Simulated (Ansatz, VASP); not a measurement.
## TePb: VASP beside Ansatz

```
CELL_PARAMETERS angstrom
5.55285 0.00000 0.00000
-2.77643 4.80891 0.00000
0.00000 0.00000 6.64046
ATOMIC_POSITIONS crystal
Pb 0.33333 0.66667 0.93796
Pb 0.66667 0.33333 0.43796
Te 0.33333 0.66667 0.43704
Te 0.66667 0.33333 0.93704
```

Alike in both runs: task single point; functional r2SCAN; k mesh 6 × 6 × 4; no spin polarisation.

|  | VASP | Ansatz |
| --- | --- | --- |
| version | VASP 6.6.1 | Ansatz 0.2.0 |
| potentials or method | VASP PAW PBE potentials, release 64 (Pb_d, Te) | plane waves, PAW |
| plane-wave cutoff (eV) | 520 | 500 |
| occupations | gaussian, width 0.01 eV | fixed |
| valence electrons in the cell | 40 | 60 |

|  | VASP | Ansatz | Ansatz less VASP |
| --- | --- | --- | --- |
| gap on the k mesh at the Fermi level (eV) | 1.42 | 1.42 | +0.001 |
| pressure (GPa) | -0.9 | -0.9 | +0.01 |

VASP's potentials were made for PBE, not for r2SCAN. VASP's potentials hold 40 valence electrons a cell and Ansatz's 60, so a difference there can come from the potentials and not from the codes.

Spin-orbit coupling is off throughout.
